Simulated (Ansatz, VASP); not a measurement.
# KCl in VASP and in Ansatz

```
K Cl
1.0
     3.74322    0.00000    0.00000
     0.00000    3.74322    0.00000
     0.00000    0.00000    3.74322
K Cl
1 1
Direct
  0.00000 0.00000 0.00000
  0.50000 0.50000 0.50000
```

Change from the starting cell: strain -0.025 along x and y, -0.025 along z, atoms carried along.

Alike in both runs: task single point; functional LDA; k mesh 6 × 6 × 6; occupations gaussian, width 0.05 eV; no spin polarisation.

|  | VASP | Ansatz |
| --- | --- | --- |
| version | VASP 6.6.1 | Ansatz 0.2.0 |
| potentials or method | VASP PAW LDA potentials, release 64 (K_sv, Cl), cutoff 520 eV | scalar-relativistic, plane waves, PAW |
| valence electrons in the cell | 16 | 16 |

|  | VASP | Ansatz | Ansatz less VASP |
| --- | --- | --- | --- |
| gap on the k mesh at the Fermi level (eV) | 4.69 | 4.69 | -0.006 |
| least direct gap on the mesh (eV) | 4.92 | 4.91 | -0.007 |
| pressure (GPa) | -2.0 | -2.0 | -0.05 |

LDA's correlation is that of Perdew and Zunger in VASP and of Perdew and Wang (1992) in Ansatz.
